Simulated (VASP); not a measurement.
Runs of VASP 6.6.1 on CsI. The structure is that of space group Pm-3m (No. 221), or close to it. The cells are those of the table. 

```tsv
cell	gap on the mesh (eV)	pressure (GPa)
a = 4.758 Å, 2 atoms	4.19	(a)
a = 4.609 Å, 2 atoms	4.50	0.0
a = 4.515 Å, 2 atoms	4.56	0.9
a = 4.417 Å, 2 atoms	(b)	2.3
a = 4.655 Å, 2 atoms	4.39	-0.3
```

Alike in all rows: task single point; level r2SCAN; potentials or basis VASP PAW PBE potentials, release 64 (Cs_sv, I); no spin polarisation; k mesh 6 × 6 × 6; cutoff (eV) 550; smearing gaussian 0.02 eV.

Question: Estimate the missing entries.

Answer: (a) -0.9; (b) 4.44.

Caveats: the PAW data sets were made with another functional, which shifts forces and pressure a little; spin-orbit coupling is left out, which moves the levels of the heavy elements.

A k mesh can miss the band edges, and the runs leave out spin-orbit coupling on Cs, I.
